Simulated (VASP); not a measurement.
# TiAl3 (Pm-3m) in VASP: density of states with PBE

Aim: the density of states of TiAl3 with PBE.

Program: VASP 6.6.1. These are calculated values, not measurements. Logs are shortened: lines on timing, memory, paths and dates and some standing lists are left out, and cuts for length are marked.

## (1) The cell of the first run

It takes space group Pm-3m (No. 221, cubic). The conventional cell has a = 3.980 Å, b = 3.980 Å, c = 3.980 Å, α = 90.00°, β = 90.00°, γ = 90.00°. Within 3.7 Å of Ti (site symmetry m-3m) lie 12 Al at 2.81 Å. Al (site symmetry 4/mmm) has 4 Ti at 2.81 Å and 8 Al at 2.81 Å within 3.7 Å.

## (2) Density of states, PBE

The input, POSCAR:

```
TiAl3
1.0
    3.9799891745      0.0000000000      0.0000000000
    0.0000000000      3.9799891745      0.0000000000
    0.0000000000      0.0000000000      3.9799891745
Ti Al
1 3
Direct
    0.0000000000      0.0000000000      0.0000000000
    0.5000000000      0.5000000000      0.0000000000
    0.5000000000      0.0000000000      0.5000000000
    0.0000000000      0.5000000000      0.5000000000
```

The input, INCAR.step1:

```
  PREC = Accurate
  ENCUT = 520
  EDIFF = 1E-7
  ISMEAR = 0
  SIGMA = 0.1
  LREAL = False
  LASPH = True
  NELM = 100
  ALGO = Normal
  ISIF = 2
  LWAVE = False
  LCHARG = True
  LMAXMIX = 4
  GGA = PE
  NBANDS = 18
```

The input, KPOINTS.step1:

```
regular mesh
0
Gamma
  12 12 12
```

The input, INCAR.step2:

```
  PREC = Accurate
  ENCUT = 520
  EDIFF = 1E-7
  ISMEAR = -5
  SIGMA = 0.1
  LREAL = False
  LASPH = True
  NELM = 100
  ALGO = Normal
  ISIF = 2
  LWAVE = False
  LCHARG = False
  LMAXMIX = 4
  GGA = PE
  LORBIT = 11
  NEDOS = 2001
  ICHARG = 11
```

The input, KPOINTS.step2:

```
regular mesh
0
Gamma
  18 18 18
```

Potentials or basis: VASP PAW PBE potentials, release 64 (Ti_sv, Al).

Started as:

```console
$ cat potpaw_PBE.64/Ti_sv/POTCAR potpaw_PBE.64/Al/POTCAR > POTCAR
$ cp INCAR.step1 INCAR
$ cp KPOINTS.step1 KPOINTS
$ mpirun -np 1 vasp_std > vasp.out
$ cp INCAR.step2 INCAR
$ cp KPOINTS.step2 KPOINTS
$ mpirun -np 1 vasp_std > vasp.out
```

OUTCAR:

```text
PREC = Accurate
   ENCUT = 520
   EDIFF = 1E-7
   ISMEAR = -5
   LREAL = False
   LASPH = True
   NELM = 100
   ISIF = 2
   GGA = PE
   LORBIT = 11
   ICHARG = 11

 ion  position               nearest neighbor table
   1  0.000  0.000  0.000-   2 2.81   3 2.81   4 2.81   3 2.81   4 2.81   2 2.81   4 2.81   4 2.81
                             2 2.81   3 2.81   3 2.81   2 2.81
   2  0.500  0.500  0.000-   1 2.81   3 2.81   4 2.81   3 2.81   4 2.81   1 2.81   3 2.81   3 2.81
                             1 2.81   4 2.81   4 2.81   1 2.81
   3  0.500  0.000  0.500-   1 2.81   2 2.81   4 2.81   1 2.81   2 2.81   2 2.81   4 2.81   2 2.81
                             1 2.81   4 2.81   1 2.81   4 2.81
   4  0.000  0.500  0.500-   1 2.81   2 2.81   3 2.81   1 2.81   2 2.81   1 2.81   3 2.81   1 2.81
                             2 2.81   3 2.81   2 2.81   3 2.81

  LATTYP: Found a simple cubic cell.
 ALAT       =     3.9799891745

  Lattice vectors:

 A1 = (   3.9799891745,   0.0000000000,   0.0000000000)
 A2 = (   0.0000000000,   3.9799891745,   0.0000000000)
 A3 = (   0.0000000000,   0.0000000000,   3.9799891745)

Analysis of symmetry for initial positions (statically):
=====================================================================
 Subroutine PRICEL returns:
 Original cell was already a primitive cell.

 Routine SETGRP: Setting up the symmetry group for a
 simple cubic supercell.

 Subroutine GETGRP returns: Found 48 space group operations
 (whereof 48 operations were pure point group operations)
 out of a pool of 48 trial point group operations.

The static configuration has the point symmetry O_h .

Analysis of symmetry for dynamics (positions and initial velocities):
=====================================================================
 Subroutine PRICEL returns:
 Original cell was already a primitive cell.

 Routine SETGRP: Setting up the symmetry group for a
 simple cubic supercell.

 Subroutine GETGRP returns: Found 48 space group operations
 (whereof 48 operations were pure point group operations)
 out of a pool of 48 trial point group operations.

The dynamic configuration has the point symmetry O_h .

 Subroutine INISYM returns: Found 48 space group operations
 (whereof 48 operations are pure point group operations),
 and found     1 'primitive' translations

----------------------------------------------------------------------------------------

                                     Primitive cell

  volume of cell :      63.0443

  direct lattice vectors                    reciprocal lattice vectors
     3.979989175  0.000000000  0.000000000     0.251256965  0.000000000  0.000000000
     0.000000000  3.979989175  0.000000000     0.000000000  0.251256965  0.000000000
     0.000000000  0.000000000  3.979989175     0.000000000  0.000000000  0.251256965

  length of vectors
     3.979989175  3.979989175  3.979989175     0.251256965  0.251256965  0.251256965

  position of ions in fractional coordinates (direct lattice)
     0.000000000  0.000000000  0.000000000
     0.500000000  0.500000000  0.000000000
     0.500000000  0.000000000  0.500000000
     0.000000000  0.500000000  0.500000000

  ion indices of the primitive-cell ions
   primitive index   ion index
                 1           1
                 2           2
                 3           3
                 4           4

----------------------------------------------------------------------------------------

 KPOINTS: regular mesh

Automatic generation of k-mesh.
 Grid dimensions read from file:
 generate k-points for:   18   18   18

 Generating k-lattice:

  Cartesian coordinates                     Fractional coordinates (reciprocal lattice)
     0.013958720  0.000000000  0.000000000     0.055555556  0.000000000  0.000000000
     0.000000000  0.013958720  0.000000000     0.000000000  0.055555556  0.000000000
     0.000000000  0.000000000  0.013958720     0.000000000  0.000000000  0.055555556

  Length of vectors
     0.013958720  0.013958720  0.013958720

  Shift w.r.t. Gamma in fractional coordinates (k-lattice)
     0.000000000  0.000000000  0.000000000

 TETIRR: Found   2900 inequivalent tetrahedra from    34992

 Subroutine IBZKPT returns following result:
 ===========================================

 Found    220 irreducible k-points:

 Following reciprocal coordinates:
            Coordinates               Weight
  0.000000  0.000000  0.000000      1.000000
  0.055556  0.000000  0.000000      6.000000
  0.111111  0.000000  0.000000      6.000000
  0.166667  0.000000  0.000000      6.000000
  0.222222  0.000000  0.000000      6.000000
  0.277778  0.000000  0.000000      6.000000
[... 16 lines left out ...]
  0.277778  0.111111  0.000000     24.000000
  0.333333  0.111111  0.000000     24.000000
 [... further k-points ...]
   k-points           NKPTS =    220   k-points in BZ     NKDIM =    220   number of bands    NBANDS=     14
   number of dos      NEDOS =   2001   number of ions     NIONS =      4
   total plane-waves  NPLWV =  27000
   dimension x,y,z NGX =    30 NGY =   30 NGZ =   30
   dimension x,y,z NGXF=    60 NGYF=   60 NGZF=   60
   ions per type =               1   3
   NGX,Y,Z   is equivalent  to a cutoff of  12.53, 12.53, 12.53 a.u.
   NGXF,Y,Z  is equivalent  to a cutoff of  25.06, 25.06, 25.06 a.u.
 SYSTEM =  unknown system
   PREC   = accura    normal or accurate (medium, high low for compatibility)
   ISTART =      0    job   : 0-new  1-cont  2-samecut
   ICHARG =     11    charge: 1-file 2-atom 10-const
   ISPIN  =      1    spin polarized calculation?
   LNONCOLLINEAR =      F non collinear calculations
   LSORBIT =      F    spin-orbit coupling
   LASPH  =      T    aspherical Exc in radial PAW
   ENCUT  =  520.0 eV  38.22 Ry    6.18 a.u.   7.40  7.40  7.40*2*pi/ulx,y,z
   NELM   =    100;   NELMIN=  2; NELMDL=  0     # of ELM steps
   EDIFF  = 0.1E-06   stopping-criterion for ELM
   LREAL  =      F    real-space projection
   EDIFFG = 0.1E-05   stopping-criterion for IOM
   NSW    =      0    number of steps for IOM
   IBRION =     -1    ionic relax: 0-MD 1-quasi-New 2-CG
   NFREE  =      0    steps in history (QN), initial steepest desc. (CG)
   ISIF   =      2    stress and relaxation
   ISYM   =      2    0-nonsym 1-usesym 2-fastsym
   POTIM  = 0.5000    time-step for ionic-motion
   TEBEG  =    0.0;   TEEND  =   0.0 temperature during run
   PSTRESS=    0.0 pullay stress
   NELECT =      21.0000    total number of electrons
   NUPDOWN=      -1.0000    fix difference up-down
   EMIN   =  10.00;   EMAX   =-10.00  energy-range for DOS
   EFERMI =   0.00;   METHOD = LEGACY
   ISMEAR =    -5;   SIGMA  =   0.10  broadening in eV -4-tet -1-fermi 0-gaus
   EFERMI_NEDOS =   21; number of points for ismear=-14 and -15
   IALGO  =     38    algorithm
   IMIX   =      4    mixing-type and parameters
     AMIX     =   0.40;   BMIX     =  1.00
     AMIX_MAG =   1.60;   BMIX_MAG =  1.00
  volume/ion in A,a.u.               =      15.76       106.36
  Fermi-wavevector in a.u.,A,eV,Ry     =   1.134835  2.144527 17.522268  1.287850
  Thomas-Fermi vector in A             =   2.271539
   LORBIT       =     11    0 simple, 1 ext, 2 COOP (PROOUT), +10 PAW based schemes
   GGA     = PE    functional components
   LHFCALC =     F    Hartree Fock is set to
   AEXX    =    0.0000 exact exchange contribution
   IVDW    =     0    specifies the selected vdW correction
   LEPSILON=     F    determine dielectric tensor
   LRPA    =     F    only Hartree local field effects (RPA)
 non-spin polarized calculation
 Fermi weights with tetrahedron method with Bloechl corrections
  energy-cutoff  :      520.00
  volume of cell :       63.04
 maximum number of plane-waves:      1743
 NGX is ok and might be reduce to    30

 number of electron      20.9999998 magnetization

 Free energy of the ion-electron system (eV)
  ---------------------------------------------------
  ext. energy  EPLUGINS =         0.00000000
  ---------------------------------------------------
  free energy    TOTEN  =       -20.54944566 eV

  energy without entropy =      -20.54944566  energy(sigma->0) =      -20.54944566

 E-fermi :   8.9485     XC(G=0): -10.7564

 val. band max:        9.0246039581   @ k =   0.3889   0.0556   0.0000
 cond. band min:       8.9289267829   @ k =   0.3889   0.2778   0.0000
 fundamental gap:     -0.0956771752
 Fermi energy:         8.9484584227

 k-point     1 :       0.0000    0.0000    0.0000
  band No.  band energies     occupation
      1     -48.0720      2.00000
      2     -24.3714      2.00000
      3     -24.3714      2.00000
      4     -24.3714      2.00000
      5      -1.8019      2.00000
      6       5.8651      2.00000
      7       5.8651      2.00000
      8       6.7607      2.00000
      9       6.7607      2.00000
     10       6.7607      2.00000
     11       9.0774      0.00000
     12       9.0774      0.00000
     13       9.0774      0.00000
     14       9.6594      0.00000

 k-point     2 :       0.0556    0.0000    0.0000
  band No.  band energies     occupation
      1     -48.0720      2.00000
      2     -24.3720      2.00000
      3     -24.3714      2.00000
      4     -24.3714      2.00000
      5      -1.7723      2.00000
      6       5.5702      2.00000
      7       5.8855      2.00000
      8       6.7597      2.00000
      9       6.7597      2.00000
     10       6.9457      2.00000
     11       9.0838     -0.00006
     12       9.0838      0.00000
     13       9.0842      0.00000
     14       9.7995      0.00000
[... 343 lines left out ...]
      1     -48.0715      2.00000
      2     -24.3820      2.00000
      3     -24.3728      2.00000
      4     -24.3705      2.00000
      5      -0.9599      2.00000
      6       3.0838      2.00000
      7       5.5049      2.00000
      8       6.7822      2.00000
      9       6.8762      2.00000
     10       8.5220      2.00000
     11       8.7209      2.02774
     12       9.0805     -0.01240
     13       9.8484      0.00000
     14      11.2496      0.00000

 k-point    24 :       0.3333    0.1111    0.0000
  band No.  band energies     occupation
      1     -48.0714      2.00000
      2     -24.3850      2.00000
      3     -24.3725      2.00000
      4     -24.3703      2.00000
      5      -0.6521      2.00000
      6       2.4538      2.00000
      7       5.6839      2.00000
      8       6.7801      2.00000
      9       6.8501      2.00000
     10       8.7263      2.00245
     11       8.7328      2.14322
     12       9.2507      0.00000
     13      10.0034      0.00000
     14      10.9709      0.00000

 [... further k-points ...]
[... 5 lines left out ...]
  --------------------------------------------------------------------------------------
  -------------------------------------------------------------------------------------
  Total       -0.1092685     -0.1092685     -0.1092685      0.0000000      0.0000000     -0.0000000
  in kB       -2.7768985     -2.7768985     -2.7768985      0.0000000      0.0000000     -0.0000000
  external PRESSURE =      -2.7768985 kB  Pullay stress =       0.0000000 kB

 VOLUME and BASIS-vectors are now :
 -----------------------------------------------------------------------------
  energy-cutoff  :      520.00
  volume of cell :       63.04
      direct lattice vectors                 reciprocal lattice vectors
     3.979989175  0.000000000  0.000000000     0.251256965  0.000000000  0.000000000
     0.000000000  3.979989175  0.000000000     0.000000000  0.251256965  0.000000000
     0.000000000  0.000000000  3.979989175     0.000000000  0.000000000  0.251256965

 POSITION                                       TOTAL-FORCE (eV/Angst)
 -----------------------------------------------------------------------------------
      0.00000      0.00000      0.00000         0.000000      0.000000      0.000000
      1.98999      1.98999      0.00000         0.000000      0.000000      0.000000
      1.98999      0.00000      1.98999         0.000000      0.000000      0.000000
      0.00000      1.98999      1.98999         0.000000      0.000000      0.000000
 -----------------------------------------------------------------------------------
    total drift:                                0.000000     -0.000000      0.000000

  FREE ENERGIE OF THE ION-ELECTRON SYSTEM (eV)
  ---------------------------------------------------
  free  energy   TOTEN  =       -20.5494456596 eV

  energy  without entropy=      -20.5494456596  energy(sigma->0) =      -20.54944566

 total charge

# of ion       s       p       d       tot
------------------------------------------
    1        2.162   6.093   2.051  10.305
    2        0.409   0.399   0.000   0.808
    3        0.409   0.399   0.000   0.808
    4        0.409   0.399   0.000   0.808
--------------------------------------------------
tot          3.388   7.290   2.051  12.729
```

It took 2.7 min on 1 thread of Intel Xeon Platinum 8488C (Sapphire Rapids), shared host; peak memory 0.31 GiB.

Results:

```yaml
Valence_electrons_inside_the_program's_atomic_spheres: Ti 10.30; Al 0.81
```

Caveat: tetrahedron occupations give inexact forces and stress in metals.
